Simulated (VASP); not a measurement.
Here is a VASP 6.6.1 calculation.

The input INCAR:

```
SYSTEM = CdC2
PREC = Accurate
ENCUT = 520
EDIFF = 1E-8
ISMEAR = 0
SIGMA = 0.01
LREAL = .False.
LASPH = .True.
NELM = 60
ALGO = Normal
ISIF = 2
LWAVE = .False.
LCHARG = .False.
GGA = PE
NBANDS = 17
IBRION = 8
NSW = 1
LEPSILON = .True.
```

Contents of KPOINTS:

```
regular mesh
0
Gamma
  8 8 8
  0 0 0
```

Contents of POSCAR:

```
CdC2
1.0
   -1.8899607010      1.8899607010      2.7628932400
    1.8899607010     -1.8899607010      2.7628932400
    1.8899607010      1.8899607010     -2.7628932400
Cd C
1 2
Direct
    0.0000000000      0.0000000000      0.0000000000
    0.6127180617      0.6127180617      0.0000000000
    0.3872819383      0.3872819383      0.0000000000
```

Potentials or basis: VASP PAW PBE potentials, release 64 (Cd, C).

Command:

```console
$ cat potpaw_PBE.64/Cd/POTCAR potpaw_PBE.64/C/POTCAR > POTCAR
$ mpirun -np 1 vasp_std > vasp.out
```

Q: What does it give for the electronic dielectric tensor (diagonal)?

A: 5.01, 5.01, 6.29.

Q: Predict the Born charges (mean of the diagonal).

A: Cd +2.42; C -1.21 e.

Q: Predict the most unstable mode.

A: 102i cm⁻¹.

Q: Estimate the highest phonon frequency at Γ.

A: 1995 cm⁻¹.

Electronic dielectric tensor:
```
5.01 0.00 0.00
0.00 5.01 0.00
0.00 0.00 6.29
```

Caveat: the cell stands under pressure or tension, which shifts response properties; some modes are imaginary.
